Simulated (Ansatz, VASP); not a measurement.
LiF in VASP and in Ansatz

```xyz
2
Lattice="0.0000 2.0405 2.0405 2.0405 0.0000 2.0405 2.0405 2.0405 0.0000" Properties=species:S:1:pos:R:3 pbc="T T T"
Li    0.0000    0.0000    0.0000
F     2.0405    2.0405    2.0405
```

Change from the starting cell: volume scaled by 1.04.

Alike in both runs: task single point; functional LDA; k mesh 10 × 10 × 10; occupations fermi-dirac, width 0.03 eV; no spin polarisation.

|  | VASP | Ansatz |
| --- | --- | --- |
| version | VASP 6.6.1 | Ansatz 0.2.0 |
| potentials or method | VASP PAW LDA potentials, release 64 (Li_sv, F), cutoff 520 eV | all-electron LAPW, scalar-relativistic |

VASP gave:

```
gap on the k mesh at the Fermi level (eV) : 8.49
```

Which values does Ansatz return?

gap on the k mesh at the Fermi level (eV): 8.48.

LDA's correlation is that of Perdew and Zunger in VASP and of Perdew and Wang (1992) in Ansatz. Ansatz ran all-electron here, and VASP with PAW potentials.

Noted on VASP's run: the cutoff is short for stress, so the pressure is rough.
